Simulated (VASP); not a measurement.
# Li in VASP: a series of runs

The runs below take Li through single point, with PBE.

All numbers are computed with VASP 6.6.1; they aren't measurements. Logs are shortened: lines on timing, memory, paths and dates and some standing lists are left out, and cuts for length are marked.

## 1. The cell of the first run

The structure is tetragonal, space group I4/mmm (No. 139). The conventional cell has a = 3.605 Å, b = 3.605 Å, c = 3.500 Å, α = 90.00°, β = 90.00°, γ = 90.00°. Li (site symmetry 4/mmm) has 14 Li at 3.09 to 3.60 Å within 4.1 Å.

## 2. Single point, PBE (equal xx and yy strain of +3 %)

INCAR reads:

```
SYSTEM = Li
  PREC = Accurate
  ENCUT = 520
  EDIFF = 1E-7
  ISMEAR = -1
  SIGMA = 0.08
  LREAL = .FALSE.
  LASPH = .TRUE.
  NELM = 60
  ALGO = Normal
  ISIF = 2
  LWAVE = .FALSE.
  LCHARG = .FALSE.
  GGA = PE
  NBANDS = 8
```

KPOINTS reads:

```
regular mesh
0
G
  15 15 15
  0 0 0
```

POSCAR reads:

```
Li
1.0
   -1.8025000000      1.8025000000      1.7500000000
    1.8025000000     -1.8025000000      1.7500000000
    1.8025000000      1.8025000000     -1.7500000000
Li
1
Direct
    0.0000000000      0.0000000000      0.0000000000
```

Potentials or basis: VASP PAW PBE potentials, release 64 (Li_sv).

Command:

```console
$ cat potpaw_PBE.64/Li_sv/POTCAR > POTCAR
$ mpirun -np 1 vasp_std > vasp.out
```

OUTCAR:

```text
SYSTEM = Li
   PREC = Accurate
   ENCUT = 520
   EDIFF = 1E-7
   ISMEAR = -1
   LREAL = .FALSE.
   LASPH = .TRUE.
   NELM = 60
   ISIF = 2
   GGA = PE

 ion  position               nearest neighbor table
   1  0.000  0.000  0.000-

  LATTYP: Found a body centered tetragonal cell.
 ALAT       =     3.6050000000
 C/A-ratio  =     0.9708737864

  Lattice vectors:

 A1 = (  -1.8025000000,   1.8025000000,   1.7500000000)
 A2 = (   1.8025000000,  -1.8025000000,   1.7500000000)
 A3 = (   1.8025000000,   1.8025000000,  -1.7500000000)

Analysis of symmetry for initial positions (statically):
=====================================================================
 Subroutine PRICEL returns:
 Original cell was already a primitive cell.

 Routine SETGRP: Setting up the symmetry group for a
 body centered tetragonal supercell.

 Subroutine GETGRP returns: Found 16 space group operations
 (whereof 16 operations were pure point group operations)
 out of a pool of 16 trial point group operations.

The static configuration has the point symmetry D_4h.

Analysis of symmetry for dynamics (positions and initial velocities):
=====================================================================
 Subroutine PRICEL returns:
 Original cell was already a primitive cell.

 Routine SETGRP: Setting up the symmetry group for a
 body centered tetragonal supercell.

 Subroutine GETGRP returns: Found 16 space group operations
 (whereof 16 operations were pure point group operations)
 out of a pool of 16 trial point group operations.

The dynamic configuration has the point symmetry D_4h.

 Subroutine INISYM returns: Found 16 space group operations
 (whereof 16 operations are pure point group operations),
 and found     1 'primitive' translations

----------------------------------------------------------------------------------------

                                     Primitive cell

  volume of cell :      22.7430

  direct lattice vectors                    reciprocal lattice vectors
    -1.802500000  1.802500000  1.750000000     0.000000000  0.277392510  0.285714286
     1.802500000 -1.802500000  1.750000000     0.277392510  0.000000000  0.285714286
     1.802500000  1.802500000 -1.750000000     0.277392510  0.277392510  0.000000000

  length of vectors
     3.092007843  3.092007843  3.092007843     0.398220112  0.398220112  0.392292250

  position of ions in fractional coordinates (direct lattice)
     0.000000000  0.000000000  0.000000000

[... 75 lines left out ...]
   EDIFF  = 0.1E-06   stopping-criterion for ELM
   LREAL  =      F    real-space projection
   EDIFFG = 0.1E-05   stopping-criterion for IOM
   NSW    =      0    number of steps for IOM
   IBRION =     -1    ionic relax: 0-MD 1-quasi-New 2-CG
   NFREE  =      0    steps in history (QN), initial steepest desc. (CG)
   ISIF   =      2    stress and relaxation
   ISYM   =      2    0-nonsym 1-usesym 2-fastsym
   POTIM  = 0.5000    time-step for ionic-motion
   TEBEG  =    0.0;   TEEND  =   0.0 temperature during run
   PSTRESS=    0.0 pullay stress
   NELECT =       3.0000    total number of electrons
   NUPDOWN=      -1.0000    fix difference up-down
   EMIN   =  10.00;   EMAX   =-10.00  energy-range for DOS
   EFERMI =   0.00;   METHOD = LEGACY
   ISMEAR =    -1;   SIGMA  =   0.08  broadening in eV -4-tet -1-fermi 0-gaus
   EFERMI_NEDOS =   21; number of points for ismear=-14 and -15
   IALGO  =     38    algorithm
   IMIX   =      4    mixing-type and parameters
     AMIX     =   0.40;   BMIX     =  1.00
     AMIX_MAG =   1.60;   BMIX_MAG =  1.00
  volume/ion in A,a.u.               =      22.74       153.48
  Fermi-wavevector in a.u.,A,eV,Ry     =   0.833359  1.574821  9.449083  0.694488
  Thomas-Fermi vector in A             =   1.946570
   LORBIT       =      0    0 simple, 1 ext, 2 COOP (PROOUT), +10 PAW based schemes
   GGA     = PE    functional components
   LHFCALC =     F    Hartree Fock is set to
   AEXX    =    0.0000 exact exchange contribution
   IVDW    =     0    specifies the selected vdW correction
   LEPSILON=     F    determine dielectric tensor
   LRPA    =     F    only Hartree local field effects (RPA)
 non-spin polarized calculation
  energy-cutoff  :      520.00
  volume of cell :       22.74
 maximum number of plane-waves:       630
   NGX = 11   NGY = 11   NGZ = 11

 number of electron       3.0000002 magnetization

 Free energy of the ion-electron system (eV)
  ---------------------------------------------------
  ext. energy  EPLUGINS =         0.00000000
  ---------------------------------------------------
  free energy    TOTEN  =        -1.89866623 eV

  energy without entropy =       -1.88758500  energy(sigma->0) =       -1.89312562

 E-fermi :   0.3430     XC(G=0):  -6.7702

 val. band max:        0.3321768067   @ k =  -0.2000  -0.3333   0.0667
 cond. band min:       0.3461637196   @ k =  -0.3333   0.4000   0.2000
 fundamental gap:      0.0139869129
 Fermi energy:         0.3430255645

 k-point     1 :       0.0000    0.0000    0.0000
  band No.  band energies     occupation
      1     -46.4121      2.00000
      2      -3.0876      2.00000
      3      13.6998      0.00000
      4      13.6999      0.00000
      5      13.8720      0.00000
      6      17.8714      0.00000
      7      18.5408      0.00000
      8      18.5408      0.00000
[... 243 lines left out ...]
 k-point    24 :       0.2000    0.1333    0.0000
  band No.  band energies     occupation
      1     -46.4043      2.00000
      2      -1.5268      2.00000
      3       7.9911      0.00000
      4       9.4279      0.00000
      5      11.1305      0.00000
      6      15.7105      0.00000
      7      16.0227      0.00000
      8      18.7166      0.00000

 [... further k-points ...]

------------------------ aborting loop because EDIFF is reached ----------------------------------------

  FORCE on cell =-STRESS in cart. coord.  units (eV):
  Direction    XX          YY          ZZ          XY          YZ          ZX
  --------------------------------------------------------------------------------------
  -------------------------------------------------------------------------------------
  Total       -0.1941703     -0.1941703     -0.1957972      0.0000000     -0.0000000      0.0000000
  in kB      -13.6786963    -13.6786963    -13.7933081      0.0000000     -0.0000000      0.0000000
  external PRESSURE =     -13.7169002 kB  Pullay stress =       0.0000000 kB

 VOLUME and BASIS-vectors are now :
 -----------------------------------------------------------------------------
  energy-cutoff  :      520.00
  volume of cell :       22.74
      direct lattice vectors                 reciprocal lattice vectors
    -1.802500000  1.802500000  1.750000000     0.000000000  0.277392510  0.285714286
     1.802500000 -1.802500000  1.750000000     0.277392510  0.000000000  0.285714286
     1.802500000  1.802500000 -1.750000000     0.277392510  0.277392510  0.000000000

 POSITION                                       TOTAL-FORCE (eV/Angst)
 -----------------------------------------------------------------------------------
      0.00000      0.00000      0.00000         0.000000     -0.000000      0.000000
 -----------------------------------------------------------------------------------
    total drift:                                0.000000      0.000000     -0.000000

  FREE ENERGIE OF THE ION-ELECTRON SYSTEM (eV)
  ---------------------------------------------------
  free  energy   TOTEN  =        -1.8986662317 eV

  energy  without entropy=       -1.8875850048  energy(sigma->0) =       -1.89312562
```

Wall time 46 s (1 thread of Intel Xeon 8259CL, shared host); peak memory 0.16 GiB.

What came out:

```yaml
Free_energy: -1.8987 eV
Band_gap_on_the_k_mesh: zero (an odd number of electrons rules out a gap without spin polarisation)
```

Caveat: the cell differs from its parent crystal (equal xx and yy strain of +3 %); the cutoff is under 1.25 times the usual one of these potentials, so pressure, stress and relaxed cells hold a basis-set (Pulay) error.

## 3. Single point, PBE (equal xy, yz and zx shear strains of -3 %)

INCAR reads:

```
SYSTEM = Li
PREC     = Accurate       ! precision mode
ENCUT    = 520            ! plane-wave cutoff, eV
EDIFF    = 1E-6           ! SCF threshold, eV
ISMEAR   = -1             ! smearing method
SIGMA    = 0.08           ! smearing width, eV
LREAL    = .False.        ! projectors in reciprocal space
LASPH    = .True.         ! aspherical terms in the spheres
NELM     = 80             ! most SCF steps
ALGO     = Normal         ! electronic algorithm
ISIF     = 2              ! what is computed and relaxed
LWAVE    = .False.        ! write WAVECAR
LCHARG   = .False.        ! write CHGCAR
GGA      = PE             ! functional
NBANDS   = 8              ! bands
```

KPOINTS reads:

```
regular mesh
0
Gamma
  15 15 15
  0 0 0
```

POSCAR reads:

```
Li
1.0
   -1.8025000000      1.7500000000      1.7500000000
    1.7500000000     -1.8025000000      1.7500000000
    1.7500000000      1.7500000000     -1.8025000000
Li
1
Direct
    0.0000000000      0.0000000000      0.0000000000
```

Potentials or basis: VASP PAW PBE potentials, release 64 (Li_sv).

Command:

```console
$ cat potpaw_PBE.64/Li_sv/POTCAR > POTCAR
$ mpirun -np 1 vasp_std > vasp.out
```

Wall time 42 s (1 thread of Intel Xeon 8259CL, shared host); peak memory 0.16 GiB.

Results (log left out):

```yaml
Free_energy: -1.9047 eV
Band_gap_on_the_k_mesh: zero (an odd number of electrons rules out a gap without spin polarisation)
```

Levels at points of the mesh, in eV from the Fermi level:
```csv
k point,band 1,band 2,band 3,band 4,band 5,band 6
"(0.00, 0.00, 0.00)",-46.65,-3.51,13.71,13.71,14.54,18.35
```

Caveat: the cell differs from its parent crystal (equal xy, yz and zx shear strains of -3 %); the cutoff is under 1.25 times the usual one of these potentials, so pressure, stress and relaxed cells hold a basis-set (Pulay) error.
